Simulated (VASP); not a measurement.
# HoMoN2 (I4/mmm) in VASP: single point with PBE

Aim: the single point of HoMoN2 with PBE.

Everything below comes from runs of VASP 6.6.1. Logs are shortened: lines on timing, memory, paths and dates and some standing lists are left out, and cuts for length are marked.

## Step 1: The cell of the first run

The structure is tetragonal, space group I4/mmm (No. 139). Conventional cell: a = 4.368 Å, b = 4.368 Å, c = 8.201 Å, α = 90.00°, β = 90.00°, γ = 90.00°. Ho (site symmetry 4/mmm) has 2 N at 2.26 Å and 4 Mo at 3.09 Å within 3.1 Å. Mo (site symmetry 4/mmm) has 2 N at 1.84 Å within 2.4 Å. Within 2.4 Å of N (site symmetry 4mm) lie 1 Mo at 1.84 Å and 1 Ho at 2.26 Å.

The cell was built from a structure type or drawn by symmetry, and may not be a known phase.

## Step 2: Single point, PBE, collinear spin

Contents of INCAR:

```
SYSTEM = HoMoN2
ALGO = Normal ; EDIFF = 1E-6
ENCUT = 600 ; GGA = PE
GGA_COMPAT = .FALSE. ; ISIF = 2
ISMEAR = 0 ; ISPIN = 2
LASPH = .TRUE. ; LCHARG = .TRUE.
LELF = .TRUE. ; LMAXMIX = 6
LORBIT = 11 ; LREAL = .FALSE.
LVHAR = .TRUE. ; LWAVE = .FALSE.
MAGMOM = 0 1 0 0 ; NBANDS = 28
NELM = 200 ; PREC = Accurate
SIGMA = 0.15
```

Contents of KPOINTS:

```
k-points
0
G
  5 5 5
  0 0 0
```

Contents of POSCAR:

```
HoMoN2
1.0
   -2.1841536640      2.1841536640      4.1003920054
    2.1841536640     -2.1841536640      4.1003920054
    2.1841536640      2.1841536640     -4.1003920054
Ho Mo N
1 1 2
Direct
    0.0000000000      0.0000000000      0.0000000000
    0.5000000000      0.5000000000      0.0000000000
    0.2760349693      0.2760349693      0.0000000000
    0.7239650307      0.7239650307      0.0000000000
```

Potentials or basis: VASP PAW PBE potentials, release 64 (Ho_3, Mo_sv, N), 4f in core.

Launch:

```console
> cat potpaw_PBE.64/Ho_3/POTCAR potpaw_PBE.64/Mo_sv/POTCAR potpaw_PBE.64/N/POTCAR > POTCAR
> mpirun -np 1 vasp_std > vasp.out
```

OUTCAR:

```text
SYSTEM = HoMoN2
   EDIFF = 1E-6
   ENCUT = 600
   GGA = PE
   ISIF = 2
   ISMEAR = 0
   ISPIN = 2
   LASPH = .TRUE.
   LORBIT = 11
   LREAL = .FALSE.
   NELM = 200
   PREC = Accurate

 ion  position               nearest neighbor table
   1  0.000  0.000  0.000-   3 2.26   4 2.26   2 3.09   2 3.09   2 3.09   2 3.09
   2  0.500  0.500  0.000-   3 1.84   4 1.84   1 3.09   1 3.09   1 3.09   1 3.09
   3  0.276  0.276  0.000-   2 1.84   1 2.26
   4  0.724  0.724  0.000-   2 1.84   1 2.26

  LATTYP: Found a body centered tetragonal cell.
 ALAT       =     4.3683073280
 C/A-ratio  =     1.8773367795

  Lattice vectors:

 A1 = (  -2.1841536640,   2.1841536640,   4.1003920054)
 A2 = (   2.1841536640,  -2.1841536640,   4.1003920054)
 A3 = (   2.1841536640,   2.1841536640,  -4.1003920054)

Analysis of symmetry for initial positions (statically):
=====================================================================
 Subroutine PRICEL returns:
 Original cell was already a primitive cell.

 Routine SETGRP: Setting up the symmetry group for a
 body centered tetragonal supercell.

 Subroutine GETGRP returns: Found 16 space group operations
 (whereof 16 operations were pure point group operations)
 out of a pool of 16 trial point group operations.

The static configuration has the point symmetry D_4h.

Analysis of symmetry for dynamics (positions and initial velocities):
=====================================================================
 Subroutine PRICEL returns:
 Original cell was already a primitive cell.

 Routine SETGRP: Setting up the symmetry group for a
 body centered tetragonal supercell.

 Subroutine GETGRP returns: Found 16 space group operations
 (whereof 16 operations were pure point group operations)
 out of a pool of 16 trial point group operations.

The dynamic configuration has the point symmetry D_4h.

Analysis of structural, dynamic, and magnetic symmetry:
=====================================================================
 Subroutine PRICEL returns:
 Original cell was already a primitive cell.

 Routine SETGRP: Setting up the symmetry group for a
 body centered tetragonal supercell.

 Subroutine GETGRP returns: Found 16 space group operations
 (whereof 16 operations were pure point group operations)
 out of a pool of 16 trial point group operations.

The overall configuration has the point symmetry D_4h.

 Subroutine INISYM returns: Found 16 space group operations
 (whereof 16 operations are pure point group operations),
 and found     1 'primitive' translations

----------------------------------------------------------------------------------------

                                     Primitive cell

  volume of cell :      78.2441

  direct lattice vectors                    reciprocal lattice vectors
    -2.184153664  2.184153664  4.100392005     0.000000000  0.228921622  0.121939561
     2.184153664 -2.184153664  4.100392005     0.228921622  0.000000000  0.121939561
     2.184153664  2.184153664 -4.100392005     0.228921622  0.228921622  0.000000000

  length of vectors
     5.133640916  5.133640916  5.133640916     0.259373024  0.259373024  0.323744063

  position of ions in fractional coordinates (direct lattice)
     0.000000000  0.000000000  0.000000000
     0.500000000  0.500000000  0.000000000
     0.276034969  0.276034969  0.000000000
     0.723965031  0.723965031  0.000000000

  ion indices of the primitive-cell ions
   primitive index   ion index
                 1           1
                 2           2
                 3           3
                 4           4

----------------------------------------------------------------------------------------

 KPOINTS: k-points

Automatic generation of k-mesh.
 Grid dimensions read from file:
 generate k-points for:    5    5    5

 Generating k-lattice:

  Cartesian coordinates                     Fractional coordinates (reciprocal lattice)
     0.000000000  0.045784324  0.024387912     0.200000000  0.000000000 -0.000000000
     0.045784324  0.000000000  0.024387912     0.000000000  0.200000000 -0.000000000
     0.045784324  0.045784324  0.000000000     0.000000000  0.000000000  0.200000000

  Length of vectors
     0.051874605  0.051874605  0.064748813

  Shift w.r.t. Gamma in fractional coordinates (k-lattice)
     0.000000000  0.000000000  0.000000000

 Subroutine IBZKPT returns following result:
 ===========================================

 Found     18 irreducible k-points:

 Following reciprocal coordinates:
            Coordinates               Weight
  0.000000  0.000000  0.000000      1.000000
  0.200000  0.000000 -0.000000      8.000000
  0.400000  0.000000  0.000000      8.000000
  0.200000  0.200000 -0.000000      8.000000
  0.400000  0.200000 -0.000000     16.000000
 -0.400000  0.200000  0.000000     16.000000
[... 10 lines left out ...]
 -0.400000  0.400000  0.400000      4.000000
 -0.400000 -0.400000  0.400000      2.000000
   k-points           NKPTS =     18   k-points in BZ     NKDIM =     18   number of bands    NBANDS=     28
   number of dos      NEDOS =    301   number of ions     NIONS =      4
   total plane-waves  NPLWV =  74088
   dimension x,y,z NGX =    42 NGY =   42 NGZ =   42
   dimension x,y,z NGXF=    84 NGYF=   84 NGZF=   84
   ions per type =               1   1   2
   NGX,Y,Z   is equivalent  to a cutoff of  13.60, 13.60, 13.60 a.u.
   NGXF,Y,Z  is equivalent  to a cutoff of  27.20, 27.20, 27.20 a.u.
 SYSTEM =  HoMoN2
   PREC   = accura    normal or accurate (medium, high low for compatibility)
   ISTART =      0    job   : 0-new  1-cont  2-samecut
   ICHARG =      2    charge: 1-file 2-atom 10-const
   ISPIN  =      2    spin polarized calculation?
   LNONCOLLINEAR =      F non collinear calculations
   LSORBIT =      F    spin-orbit coupling
   LASPH  =      T    aspherical Exc in radial PAW
   ENCUT  =  600.0 eV  44.10 Ry    6.64 a.u.  10.25 10.25 10.25*2*pi/ulx,y,z
   NELM   =    200;   NELMIN=  2; NELMDL= -5     # of ELM steps
   EDIFF  = 0.1E-05   stopping-criterion for ELM
   LREAL  =      F    real-space projection
[... 7 lines left out ...]
   TEBEG  =    0.0;   TEEND  =   0.0 temperature during run
   PSTRESS=    0.0 pullay stress
   NELECT =      33.0000    total number of electrons
   NUPDOWN=      -1.0000    fix difference up-down
   EMIN   =  10.00;   EMAX   =-10.00  energy-range for DOS
   EFERMI =   0.00;   METHOD = LEGACY
   ISMEAR =     0;   SIGMA  =   0.15  broadening in eV -4-tet -1-fermi 0-gaus
   EFERMI_NEDOS =   21; number of points for ismear=-14 and -15
   IALGO  =     38    algorithm
   IMIX   =      4    mixing-type and parameters
     AMIX     =   0.40;   BMIX     =  1.00
     AMIX_MAG =   1.60;   BMIX_MAG =  1.00
  volume/ion in A,a.u.               =      19.56       132.00
  Fermi-wavevector in a.u.,A,eV,Ry     =   1.227709  2.320034 20.507657  1.507270
  Thomas-Fermi vector in A             =   2.362662
   LORBIT       =     11    0 simple, 1 ext, 2 COOP (PROOUT), +10 PAW based schemes
   GGA     = PE    functional components
   LHFCALC =     F    Hartree Fock is set to
   AEXX    =    0.0000 exact exchange contribution
   IVDW    =     0    specifies the selected vdW correction
   LEPSILON=     F    determine dielectric tensor
   LRPA    =     F    only Hartree local field effects (RPA)
 spin polarized calculation
 Gauss-broadening in eV      SIGMA  =   0.15
  energy-cutoff  :      600.00
  volume of cell :       78.24
 maximum number of plane-waves:      2648
 NGX is ok and might be reduce to    42
   NGX = 21   NGY = 21   NGZ = 21

 number of electron      33.0000001 magnetization      -0.0146401

 number of electron      33.0000001 magnetization       0.0007366

 Free energy of the ion-electron system (eV)
  ---------------------------------------------------
  ext. energy  EPLUGINS =         0.00000000
  ---------------------------------------------------
  free energy    TOTEN  =       -28.79490924 eV

  energy without entropy =      -28.72658031  energy(sigma->0) =      -28.76074477

 E-fermi :   2.6028     XC(G=0):  -9.8806

 val. band max:        2.5962049284   @ k =  -0.4000  -0.4000   0.4000
 cond. band min:       2.6385062847   @ k =   0.2000   0.0000  -0.0000
 fundamental gap:      0.0423013564
 Fermi energy:         2.6028253338

 spin component 1

 k-point     1 :       0.0000    0.0000    0.0000
  band No.  band energies     occupation
      1     -57.7299      1.00000
      2     -32.1445      1.00000
      3     -31.8328      1.00000
      4     -31.8328      1.00000
      5     -20.4222      1.00000
      6     -20.4222      1.00000
[... 20 lines left out ...]
     27      10.3946      0.00000
     28      10.4673      0.00000
[... 497 lines left out ...]
 k-point    18 :      -0.4000   -0.4000    0.4000
  band No.  band energies     occupation
      1     -57.7298      1.00000
      2     -32.1470      1.00000
      3     -31.8333      1.00000
      4     -31.8333      1.00000
      5     -20.4246      1.00000
      6     -20.4246      1.00000
[... 20 lines left out ...]
     27      11.3592      0.00000
     28      11.3592      0.00000
 Fermi energy:         2.6028253338

 spin component 2

 k-point     1 :       0.0000    0.0000    0.0000
  band No.  band energies     occupation
      1     -57.7306      1.00000
      2     -32.1449      1.00000
      3     -31.8340      1.00000
      4     -31.8340      1.00000
      5     -20.4222      1.00000
      6     -20.4222      1.00000
[... 20 lines left out ...]
     27      10.3946      0.00000
     28      10.4672      0.00000
[... 497 lines left out ...]
 k-point    18 :      -0.4000   -0.4000    0.4000
  band No.  band energies     occupation
      1     -57.7306      1.00000
      2     -32.1475      1.00000
      3     -31.8344      1.00000
      4     -31.8344      1.00000
      5     -20.4247      1.00000
      6     -20.4247      1.00000
[... 20 lines left out ...]
     27      11.3584      0.00000
     28      11.3584      0.00000

------------------------ aborting loop because EDIFF is reached ----------------------------------------

  FORCE on cell =-STRESS in cart. coord.  units (eV):
  Direction    XX          YY          ZZ          XY          YZ          ZX
  --------------------------------------------------------------------------------------
  -------------------------------------------------------------------------------------
  Total       -0.0821931     -0.0821931      0.5968363      0.0000000      0.0000000      0.0000000
  in kB       -1.6830399     -1.6830399     12.2212065      0.0000000      0.0000000      0.0000000
  external PRESSURE =       2.9517089 kB  Pullay stress =       0.0000000 kB

 VOLUME and BASIS-vectors are now :
 -----------------------------------------------------------------------------
  energy-cutoff  :      600.00
  volume of cell :       78.24
      direct lattice vectors                 reciprocal lattice vectors
    -2.184153664  2.184153664  4.100392005     0.000000000  0.228921622  0.121939561
     2.184153664 -2.184153664  4.100392005     0.228921622  0.000000000  0.121939561
     2.184153664  2.184153664 -4.100392005     0.228921622  0.228921622  0.000000000

 POSITION                                       TOTAL-FORCE (eV/Angst)
 -----------------------------------------------------------------------------------
      0.00000      0.00000      0.00000         0.000000      0.000000     -0.000000
      0.00000      0.00000      4.10039         0.000000      0.000000     -0.000000
      0.00000      0.00000      2.26370        -0.000000     -0.000000      0.017016
      0.00000      0.00000      5.93708         0.000000      0.000000     -0.017016
 -----------------------------------------------------------------------------------
    total drift:                               -0.000000     -0.000000     -0.000000

  FREE ENERGIE OF THE ION-ELECTRON SYSTEM (eV)
  ---------------------------------------------------
  free  energy   TOTEN  =       -28.7949092445 eV

  energy  without entropy=      -28.7265803053  energy(sigma->0) =      -28.76074477

 total charge

# of ion       s       p       d       tot
------------------------------------------
    1        0.419   6.605   1.200   8.224
    2        2.389   6.226   4.037  12.651
    3        1.320   2.269   0.000   3.589
    4        1.320   2.269   0.000   3.589
--------------------------------------------------
tot          5.448  17.369   5.237  28.053

 magnetization (x)

# of ion       s       p       d       tot
------------------------------------------
    1       -0.000   0.000  -0.000  -0.000
    2       -0.000   0.000  -0.002  -0.002
    3        0.000   0.001   0.000   0.001
    4        0.000   0.001   0.000   0.001
--------------------------------------------------
tot         -0.000   0.002  -0.002  -0.000
```

It took 96 s on 1 thread of Intel Xeon 6975P-C (Granite Rapids), shared host; peak memory 0.37 GiB.

Results:

| Quantity | Value |
| --- | --- |
| Free energy | -28.7949 eV |
| Pressure | 0.3 GPa |
| Largest force | 0.017 eV/Å |
| Net moment | 0.00 μB per cell |
| Valence electrons inside the program's atomic spheres | Ho 8.22; Mo 12.65; N 3.59 |

Forces in eV/Å, atoms in the order of the input:
```
Ho   0.000  0.000  0.000
Mo   0.000  0.000  0.000
N    0.000  0.000  0.017
N    0.000  0.000 -0.017
```

Caveat: the magnetic or orbital state may not be the lowest; spin-orbit coupling is left out, which moves the levels of the heavy elements; the 4f electrons are frozen in the core, so they carry no moment and show no levels. With open d or f shells a metallic result of PBE can be an artefact of self-interaction; +U or a hybrid may open a gap.
